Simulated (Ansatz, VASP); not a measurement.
## Hf3GeW in VASP and in Ansatz

```
Hf Ge W
1.0
     4.40494    0.00000    0.00000
    -2.20247    3.81479    0.00000
     0.00000    0.00000    6.61756
Hf Ge W
3 1 1
Direct
  0.66667 0.33333 0.26518
  0.66667 0.33333 0.73482
  0.00000 0.00000 0.00000
  0.00000 0.00000 0.50000
  0.33333 0.66667 0.00000
```

Change from the starting cell: species swapped into the GaFe3As type (P-6m2, No. 187).

Alike in both runs: functional PBE; k mesh 6 × 6 × 4; occupations gaussian, width 0.1 eV; no spin polarisation.

Ansatz relaxed the structure, and its values are those at the end. VASP's run is a single point on that final structure, the one shown.

|  | VASP | Ansatz |
| --- | --- | --- |
| version | VASP 6.6.1 | Ansatz 0.2.0 |
| potentials or method | VASP PAW PBE potentials, release 64 (Hf_pv, Ge_d, W_sv), cutoff 520 eV | scalar-relativistic, plane waves, PAW |
| valence electrons in the cell | 58 | 106 |

VASP gave:

```
gap on the k mesh at the Fermi level (eV) : none
pressure (GPa)                            : -0.5
rms of the force components (eV/Å)        : 0.009
```

Problem. What did Ansatz give for the same quantities?

Solution. gap on the k mesh at the Fermi level (eV): none; pressure (GPa): -0.2; rms of the force components (eV/Å): 0.001.

A gap of «none» marks a metal or a gap that the smearing closes. VASP's potentials hold 58 valence electrons a cell and Ansatz's 106, so a difference there can come from the potentials and not from the codes.

Spin-orbit coupling is off throughout.
